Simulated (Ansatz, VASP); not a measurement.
Two plane-wave programs on BaTiO3

```
Ba Ti O
1.0
     4.21630    0.00000    0.00000
     0.00000    4.21630    0.00000
     0.00000    0.00000    3.58398
Ba Ti O
1 1 3
Direct
  0.00000 0.00000 0.00000
  0.50000 0.50000 0.50000
  0.50000 0.50000 0.00000
  0.50000 0.00000 0.50000
  0.00000 0.50000 0.50000
```

Alike in both runs: task single point; functional r2SCAN; k mesh 8 × 8 × 8; occupations gaussian, width 0.05 eV; no spin polarisation.

```csv
,VASP,Ansatz
version,VASP 6.6.1,Ansatz 0.2.0
potentials or method,"VASP PAW PBE potentials, release 64 (Ba_sv, Ti_sv, O), cutoff 520 eV","scalar-relativistic, plane waves, PAW"
valence electrons in the cell,40,40
```

```csv
,VASP,Ansatz,Ansatz less VASP
gap on the k mesh at the Fermi level (eV),1.83,1.85,+0.023
least direct gap on the mesh (eV),1.95,1.96,+0.005
pressure (GPa),8.9,6.8,-2.09
"traceless stress, the component that is largest in VASP (GPa)",30.28,29.60,-0.679
```

VASP's potentials were made for PBE, not for r2SCAN. The functional is the same, so the differences come from potentials, cutoffs and numerics.

Spin-orbit coupling is off throughout.
